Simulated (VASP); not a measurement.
TiCo:

```xyz
4
Lattice="0.0000 2.9874 2.9874 2.9874 0.0000 2.9874 2.9874 2.9874 0.0000" Properties=species:S:1:pos:R:3 pbc="T T T"
Ti    0.0000    0.0000    0.0000
Ti    2.9874    2.9874    2.9874
Co    1.4937    1.4937    1.4937
Co    4.4812    4.4812    4.4812
```

Base run:

| Quantity | Value |
| --- | --- |
| Program | VASP 6.6.1 |
| Functional | r2SCAN |
| Potentials or basis | VASP PAW PBE potentials, release 64 (Ti_sv, Co) |
| Cutoff | 520 eV |
| k mesh | 10 × 10 × 10 |
| Occupations | gaussian, width 0.05 eV |
| Spin | collinear spin, antiferromagnetic start |
| Starting moments | [0.0, 0.0, 1.5, -1.5] μB |

Its results: pressure -1.2 GPa; net moment 0.00 μB per cell; site moments Ti +0.00; Co +1.23, -1.23 μB.

Q: The run is repeated on the same cell with these changes: spin from collinear spin, antiferromagnetic start to collinear spin, ferromagnetic start; moments at the start from [0.0, 0.0, 1.5, -1.5] to [0.0, 0.0, 1.5, 1.5]. What comes out?

A: Pressure 0.4 GPa; net moment 1.75 μB per cell; site moments Ti -0.29; Co +1.38 μB.

Caveats: the PAW data sets were made with another functional, which shifts forces and pressure a little.
